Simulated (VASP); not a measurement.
# SnTe (F-43m) in VASP: notebook

Aim: see how the results for SnTe move with the level of theory and the settings. Levels: PBEsol, SCAN. Tasks: vibrations by perturbation theory, elastic constants, band structure.

All numbers are computed with VASP 6.6.1; they aren't measurements. Logs are shortened: lines on timing, memory, paths and dates and some standing lists are left out, and cuts for length are marked.

## Step 1: The cell of the first run

It takes space group F-43m (No. 216, cubic). Conventional cell: a = 7.222 Å, b = 7.222 Å, c = 7.222 Å, α = 90.00°, β = 90.00°, γ = 90.00°. Te (site symmetry -43m) has 4 Sn at 3.13 Å within 4.1 Å. Sn (site symmetry -43m) has 4 Te at 3.13 Å within 4.1 Å.

## Step 2: Vibrations by perturbation theory, PBEsol

Input file INCAR:

```
  ALGO = Normal
  EDIFF = 1E-8
  ENCUT = 520
  GGA = PS
  IBRION = 8
  ISIF = 2
  ISMEAR = -1
  LASPH = T
  LCHARG = F
  LREAL = F
  LWAVE = F
  NBANDS = 17
  NELM = 80
  NSW = 1
  PREC = Accurate
  SIGMA = 0.05
```

Input file KPOINTS:

```
k-points
0
Gamma
  7 7 7
```

Input file POSCAR:

```
SnTe
1.0
    0.0000000000      3.6111460000      3.6111460000
    3.6111460000      0.0000000000      3.6111460000
    3.6111460000      3.6111460000      0.0000000000
Te Sn
1 1
Direct
    0.2500000000      0.2500000000      0.2500000000
    0.0000000000      0.0000000000      0.0000000000
```

Potentials or basis: VASP PAW PBE potentials, release 64 (Te, Sn_d).

Command:

```console
> cat potpaw_PBE.64/Te/POTCAR potpaw_PBE.64/Sn_d/POTCAR > POTCAR
> mpirun -np 1 vasp_std > vasp.out
```

OUTCAR:

```text
EDIFF = 1E-8
   ENCUT = 520
   GGA = PS
   IBRION = 8
   ISIF = 2
   ISMEAR = -1
   LASPH = T
   LREAL = F
   NELM = 80
   NSW = 1
   PREC = Accurate

 ion  position               nearest neighbor table
   1  0.250  0.250  0.250-   2 3.13   2 3.13   2 3.13   2 3.13
   2  0.000  0.000  0.000-   1 3.13   1 3.13   1 3.13   1 3.13

  LATTYP: Found a face centered cubic cell.
 ALAT       =     7.2222920000

  Lattice vectors:

 A1 = (   0.0000000000,   3.6111460000,   3.6111460000)
 A2 = (   3.6111460000,   0.0000000000,   3.6111460000)
 A3 = (   3.6111460000,   3.6111460000,   0.0000000000)

Analysis of symmetry for initial positions (statically):
=====================================================================
 Subroutine PRICEL returns:
 Original cell was already a primitive cell.

 Routine SETGRP: Setting up the symmetry group for a
 face centered cubic supercell.

 Subroutine GETGRP returns: Found 24 space group operations
 (whereof 24 operations were pure point group operations)
 out of a pool of 48 trial point group operations.

The static configuration has the point symmetry T_d .

Analysis of symmetry for dynamics (positions and initial velocities):
=====================================================================
 Subroutine PRICEL returns:
 Original cell was already a primitive cell.

 Routine SETGRP: Setting up the symmetry group for a
 face centered cubic supercell.

 Subroutine GETGRP returns: Found 24 space group operations
 (whereof 24 operations were pure point group operations)
 out of a pool of 48 trial point group operations.

The dynamic configuration has the point symmetry T_d .

 Subroutine INISYM returns: Found 24 space group operations
 (whereof 24 operations are pure point group operations),
 and found     1 'primitive' translations

----------------------------------------------------------------------------------------

                                     Primitive cell

  volume of cell :      94.1814

  direct lattice vectors                    reciprocal lattice vectors
     0.000000000  3.611146000  3.611146000    -0.138460201  0.138460201  0.138460201
     3.611146000  0.000000000  3.611146000     0.138460201 -0.138460201  0.138460201
     3.611146000  3.611146000  0.000000000     0.138460201  0.138460201 -0.138460201

  length of vectors
     5.106931649  5.106931649  5.106931649     0.239820102  0.239820102  0.239820102

  position of ions in fractional coordinates (direct lattice)
     0.250000000  0.250000000  0.250000000
     0.000000000  0.000000000  0.000000000

  ion indices of the primitive-cell ions
   primitive index   ion index
                 1           1
                 2           2

----------------------------------------------------------------------------------------

 KPOINTS: k-points

Automatic generation of k-mesh.
 Grid dimensions read from file:
 generate k-points for:    7    7    7

 Generating k-lattice:

  Cartesian coordinates                     Fractional coordinates (reciprocal lattice)
    -0.019780029  0.019780029  0.019780029     0.142857143  0.000000000  0.000000000
     0.019780029 -0.019780029  0.019780029     0.000000000  0.142857143  0.000000000
     0.019780029  0.019780029 -0.019780029     0.000000000  0.000000000  0.142857143

  Length of vectors
     0.034260015  0.034260015  0.034260015

  Shift w.r.t. Gamma in fractional coordinates (k-lattice)
     0.000000000  0.000000000  0.000000000

 Subroutine IBZKPT returns following result:
 ===========================================

 Found     20 irreducible k-points:

 Following reciprocal coordinates:
            Coordinates               Weight
  0.000000  0.000000  0.000000      1.000000
  0.142857  0.000000  0.000000      8.000000
  0.285714  0.000000  0.000000      8.000000
  0.428571  0.000000  0.000000      8.000000
  0.142857  0.142857  0.000000      6.000000
  0.285714  0.142857  0.000000     24.000000
[... 12 lines left out ...]
 -0.428571  0.428571  0.142857     24.000000
 -0.285714  0.428571  0.142857     24.000000
   k-points           NKPTS =     20   k-points in BZ     NKDIM =     20   number of bands    NBANDS=     17
   number of dos      NEDOS =    301   number of ions     NIONS =      2
   total plane-waves  NPLWV =  64000
   dimension x,y,z NGX =    40 NGY =   40 NGZ =   40
   dimension x,y,z NGXF=    80 NGYF=   80 NGZF=   80
   ions per type =               1   1
   NGX,Y,Z   is equivalent  to a cutoff of  13.02, 13.02, 13.02 a.u.
   NGXF,Y,Z  is equivalent  to a cutoff of  26.04, 26.04, 26.04 a.u.
 SYSTEM =  unknown system
   PREC   = accura    normal or accurate (medium, high low for compatibility)
   ISTART =      0    job   : 0-new  1-cont  2-samecut
   ICHARG =      2    charge: 1-file 2-atom 10-const
   ISPIN  =      1    spin polarized calculation?
   LNONCOLLINEAR =      F non collinear calculations
   LSORBIT =      F    spin-orbit coupling
   LASPH  =      T    aspherical Exc in radial PAW
   ENCUT  =  520.0 eV  38.22 Ry    6.18 a.u.   9.50  9.50  9.50*2*pi/ulx,y,z
   NELM   =     80;   NELMIN=  2; NELMDL= -5     # of ELM steps
   EDIFF  = 0.1E-07   stopping-criterion for ELM
   LREAL  =      F    real-space projection
   EDIFFG = 0.1E-06   stopping-criterion for IOM
   NSW    =      1    number of steps for IOM
   IBRION =      8    ionic relax: 0-MD 1-quasi-New 2-CG
   NFREE  =      0    steps in history (QN), initial steepest desc. (CG)
   ISIF   =      2    stress and relaxation
   ISYM   =      2    0-nonsym 1-usesym 2-fastsym
   POTIM  = 0.5000    time-step for ionic-motion
   TEBEG  =    0.0;   TEEND  =   0.0 temperature during run
   PSTRESS=    0.0 pullay stress
   NELECT =      20.0000    total number of electrons
   NUPDOWN=      -1.0000    fix difference up-down
   EMIN   =  10.00;   EMAX   =-10.00  energy-range for DOS
   EFERMI =   0.00;   METHOD = LEGACY
   ISMEAR =    -1;   SIGMA  =   0.05  broadening in eV -4-tet -1-fermi 0-gaus
   EFERMI_NEDOS =   21; number of points for ismear=-14 and -15
   IALGO  =     38    algorithm
   IMIX   =      4    mixing-type and parameters
     AMIX     =   0.40;   BMIX     =  1.00
     AMIX_MAG =   1.60;   BMIX_MAG =  1.00
  volume/ion in A,a.u.               =      47.09       317.78
  Fermi-wavevector in a.u.,A,eV,Ry     =   0.976704  1.845704 12.979296  0.953951
  Thomas-Fermi vector in A             =   2.107344
   LORBIT       =      0    0 simple, 1 ext, 2 COOP (PROOUT), +10 PAW based schemes
   GGA     = PS    functional components
   LHFCALC =     F    Hartree Fock is set to
   AEXX    =    0.0000 exact exchange contribution
   IVDW    =     0    specifies the selected vdW correction
   LEPSILON=     F    determine dielectric tensor
   LRPA    =     F    only Hartree local field effects (RPA)
 non-spin polarized calculation
  energy-cutoff  :      520.00
  volume of cell :       94.18
 maximum number of plane-waves:      2637
 NGX is ok and might be reduce to    40
   NGX = 19   NGY = 19   NGZ = 19

--------------------------------------- Ionic step        1  -------------------------------------------

 number of electron      19.9999999 magnetization

 Free energy of the ion-electron system (eV)
  ---------------------------------------------------
  ext. energy  EPLUGINS =         0.00000000
  ---------------------------------------------------
  free energy    TOTEN  =        -7.60284592 eV

  energy without entropy =       -7.60117873  energy(sigma->0) =       -7.60201233

 E-fermi :   3.0257     XC(G=0):  -7.6275

 val. band max:        2.8463859640   @ k =  -0.2857   0.4286   0.1429
 cond. band min:       3.1297189610   @ k =   0.4286   0.4286   0.0000
 fundamental gap:      0.2833329970
 Fermi energy:         3.0257087125

 k-point     1 :       0.0000    0.0000    0.0000
  band No.  band energies     occupation
      1     -18.6600      2.00000
      2     -18.6600      2.00000
      3     -18.6600      2.00000
      4     -18.6507      2.00000
      5     -18.6507      2.00000
      6      -8.5073      2.00000
[... 379 lines left out ...]
      6      -7.7635      2.00000
[... 9 lines left out ...]
     16      10.3324      0.00000
     17      11.6560      0.00000

------------------------ aborting loop because EDIFF is reached ----------------------------------------

  FORCE on cell =-STRESS in cart. coord.  units (eV):
  Direction    XX          YY          ZZ          XY          YZ          ZX
  --------------------------------------------------------------------------------------
  -------------------------------------------------------------------------------------
  Total       -0.8141738     -0.8141738     -0.8141738     -0.0000000     -0.0000000     -0.0000000
  in kB      -13.8504087    -13.8504087    -13.8504087     -0.0000000     -0.0000000     -0.0000000
  external PRESSURE =     -13.8504087 kB  Pullay stress =       0.0000000 kB

 VOLUME and BASIS-vectors are now :
 -----------------------------------------------------------------------------
  energy-cutoff  :      520.00
  volume of cell :       94.18
      direct lattice vectors                 reciprocal lattice vectors
     0.000000000  3.611146000  3.611146000    -0.138460201  0.138460201  0.138460201
     3.611146000  0.000000000  3.611146000     0.138460201 -0.138460201  0.138460201
     3.611146000  3.611146000  0.000000000     0.138460201  0.138460201 -0.138460201

 POSITION                                       TOTAL-FORCE (eV/Angst)
 -----------------------------------------------------------------------------------
      1.80557      1.80557      1.80557        -0.000000     -0.000000     -0.000000
      0.00000      0.00000      0.00000         0.000000      0.000000      0.000000
 -----------------------------------------------------------------------------------
    total drift:                               -0.000000     -0.000000     -0.000000

  FREE ENERGIE OF THE ION-ELECTRON SYSTEM (eV)
  ---------------------------------------------------
  free  energy   TOTEN  =        -7.6028459242 eV

  energy  without entropy=       -7.6011787322  energy(sigma->0) =       -7.60201233

[... ionic steps 2 to 3 ...]

--------------------------------------- Ionic step        4  -------------------------------------------

------------------------ aborting loop because EDIFF is reached ----------------------------------------

[... ionic steps 5 to 6 ...]

--------------------------------------- Ionic step        7  -------------------------------------------

 Free energy of the ion-electron system (eV)
  ---------------------------------------------------
  ---------------------------------------------------
  free energy    TOTEN  =        -0.22261212 eV

  energy without entropy =       -0.22261212

------------------------ aborting loop because EDIFF is reached ----------------------------------------

 INTERNAL STRAIN TENSOR  FOR ION    2  DIRECTION 1   (eV/Angst):
 -----------------------------------------------------------------------------
     0.00346  0.00000  0.00000
     0.00000  0.00217  3.55050
     0.00000  3.55050  0.00217

 INTERNAL STRAIN TENSOR FOR ION    2 for displacements in x,y,z  (eV/Angst):
          X           Y           Z          XY          YZ          ZX
  --------------------------------------------------------------------------------
  x    -0.00000     0.00000     0.00000     0.00000     3.55050     0.00000
  y     0.00000    -0.00000     0.00000     0.00000     0.00000     3.55050
  z     0.00000     0.00000    -0.00000     3.55050     0.00000     0.00000

 SECOND DERIVATIVES (NOT SYMMETRIZED)
 ------------------------------------
               1X          1Y          1Z          2X          2Y          2Z
  1X    -2.248584    0.000000    0.000000    2.248584    0.000000    0.000000
  1Y     0.000000   -2.248584    0.000000    0.000000    2.248584    0.000000
  1Z     0.000000    0.000000   -2.248584    0.000000    0.000000    2.248584
  2X     2.246741    0.000000    0.000000   -2.246741    0.000000    0.000000
  2Y     0.000000    2.246741    0.000000    0.000000   -2.246741    0.000000
  2Z     0.000000    0.000000    2.246741    0.000000    0.000000   -2.246741

 Eigenvectors and eigenvalues of the dynamical matrix
 ----------------------------------------------------

   1 f  =    2.988719 THz    18.778676 2PiTHz   99.692936 cm-1    12.360343 meV
             X         Y         Z           dx          dy          dz
      1.805573  1.805573  1.805573    -0.541371   -0.393561   -0.184892
      0.000000  0.000000  0.000000     0.561047    0.407864    0.191612
[... 21 lines left out ...]
   6 f/i=    0.000612 THz     0.003846 2PiTHz    0.020416 cm-1     0.002531 meV
             X         Y         Z           dx          dy          dz
      1.805573  1.805573  1.805573    -0.065683   -0.698328   -0.160828
      0.000000  0.000000  0.000000    -0.063379   -0.673838   -0.155188

--------------------------------------------------------------------------------------------------------

 ELASTIC MODULI CONTR FROM IONIC RELAXATION (kBar)
 Direction    XX          YY          ZZ          XY          YZ          ZX
 --------------------------------------------------------------------------------
 XX          -0.0000     -0.0000     -0.0000      0.0000      0.0000      0.0000
 YY          -0.0000     -0.0000     -0.0000      0.0000      0.0000      0.0000
 ZZ          -0.0000     -0.0000     -0.0000      0.0000      0.0000      0.0000
 XY           0.0000      0.0000      0.0000    -92.4979     -0.0000     -0.0000
 YZ           0.0000      0.0000      0.0000     -0.0000    -92.4979      0.0000
 ZX           0.0000      0.0000      0.0000      0.0000      0.0000    -92.4979
 --------------------------------------------------------------------------------
```

Wall time 11 min (1 thread of Intel Xeon 8259CL, shared host); peak memory 0.46 GiB.

Results:

- Highest phonon frequency at Γ, LO-TO splitting left out: 100 cm⁻¹

Phonon frequencies in cm⁻¹ (negative: imaginary):
| q point | frequencies |
| --- | --- |
| (0.000, 0.000, 0.000) | 0 0 0 100 100 100 |

Caveat: the cell stands under pressure or tension, which shifts response properties; the PAW data sets were made with another functional, which shifts forces and pressure a little; spin-orbit coupling is left out, which moves the levels of the heavy elements.

(Part 1 of 3 ends here.)
